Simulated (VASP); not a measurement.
Set up this calculation in VASP 6.6.1, as the native input.

```yaml
Task: single point
Functional: PBE
Dispersion: D3(BJ)
Potentials_or_basis: VASP PAW PBE potentials, release 64 (C, O, H, N)
Cutoff: 520 eV
k_mesh: 1 × 1 × 1
Occupations: fermi-dirac, width 0.02 eV
Spin: no spin polarisation
Dipole_correction: no
Further_INCAR_settings: LREAL = Auto; ALGO = Normal; EDIFF = 1e-06; NBANDS = 66
```

The structure of H27C3N5O3 lies in POSCAR:

```
H27C3N5O3
1.0
    7.5804670000      0.0000000000      0.0000000000
    0.0000000000      7.5804670000      0.0000000000
    0.0000000000      0.0000000000      7.5804670000
C O H N
3 3 27 5
Direct
    0.0658798462      0.2173876623      0.2945201133
    0.2908659849      0.6866331586      0.9051816992
    0.4925685977      1.0782844909      0.6335493578
   -0.0525033616      0.1583015928      0.4256334075
    0.1933390120      0.5705717075      1.0222193435
    0.6435487418      1.0998398911      0.7383845877
    0.0333620607      0.3544768416      0.2545885366
   -0.1047824626      0.0365676679      0.4004766461
    0.2013200506      0.2360012912      0.3409288636
    0.0607746198      0.1464817405      0.1732347097
    0.4334693364      0.6727158103      0.9125822987
    0.0839394196      0.5299409654      0.9407599822
    0.2453806606      0.6516089312      0.7669316415
    0.2572005128      0.8337876809      0.9081762377
    0.5177253591      0.9836992892      0.5266825909
    0.6280483775      1.0232483038      0.8432857765
    0.3815200304      1.0224831795      0.7000624104
    0.4377434794      1.2013639793      0.5807162013
    0.8093828520      0.7279366825      0.4596946336
    1.0111382320      0.7929854454      0.5268408925
    0.8381013993      0.8982032373      0.6169804578
    0.9046672191      0.5977468143      0.6861054866
    0.9442558090      0.3845013770      0.6451185659
    0.8053989286      0.4190902750      0.7945948449
    0.6687186950      0.5302179932      0.1415348157
    0.7552041319      0.4424133764      0.3100336694
    0.5478686208      0.4396299067      0.2802597782
    0.3299269029      0.7150482945      0.3653864597
    0.2373864302      0.5591739928      0.4794163737
    0.1841179442      0.5892776791      0.2655904973
    0.7542675141      0.8530477080      0.1614676246
    0.8754473834      0.8879795928     -0.0140492664
    0.7747016114      1.0613857959      0.0836887754
    0.8872408520      0.8328246795      0.5072114950
    0.9225157236      0.4679922754      0.7439515270
    0.6562524446      0.5197832798      0.2725557673
    0.2231656704      0.6435487418      0.3804778782
    0.7580007934      0.9281090466      0.0391664524
```

These files were run (other wordings do the same):

INCAR

```
ALGO     = Normal         # electronic algorithm
EDIFF    = 1E-6           # SCF threshold, eV
ENCUT    = 520            # plane-wave cutoff, eV
GGA      = PE             # functional
ISIF     = 2              # what is computed and relaxed
ISMEAR   = -1             # smearing method
IVDW     = 12             # dispersion correction
LASPH    = True           # aspherical terms in the spheres
LCHARG   = False          # write CHGCAR
LREAL    = Auto         
LWAVE    = False          # write WAVECAR
NBANDS   = 66             # bands
NELM     = 80             # most SCF steps
PREC     = Accurate       # precision mode
SIGMA    = 0.02           # smearing width, eV
```

KPOINTS

```
k-points
0
Gamma
  1 1 1
```

Potentials or basis: VASP PAW PBE potentials, release 64 (C, O, H, N).

The run is started by

```sh
$ cat potpaw_PBE.64/C/POTCAR potpaw_PBE.64/O/POTCAR potpaw_PBE.64/H/POTCAR potpaw_PBE.64/N/POTCAR > POTCAR
$ mpirun -np 1 vasp_gam > vasp.out
```

It gave:

```yaml
Pressure: -0.6 GPa
Largest_force: 2.504 eV/Å
Band_gap_on_the_k_mesh: 3.70 eV
Dispersion_energy_per_atom: -0.032 eV
```

Caveat: the k points lie up to 0.83 Å⁻¹ apart.

Run time: 60 s on 1 thread of Intel Xeon 6975P-C (shared host), peak memory 0.4 GiB.
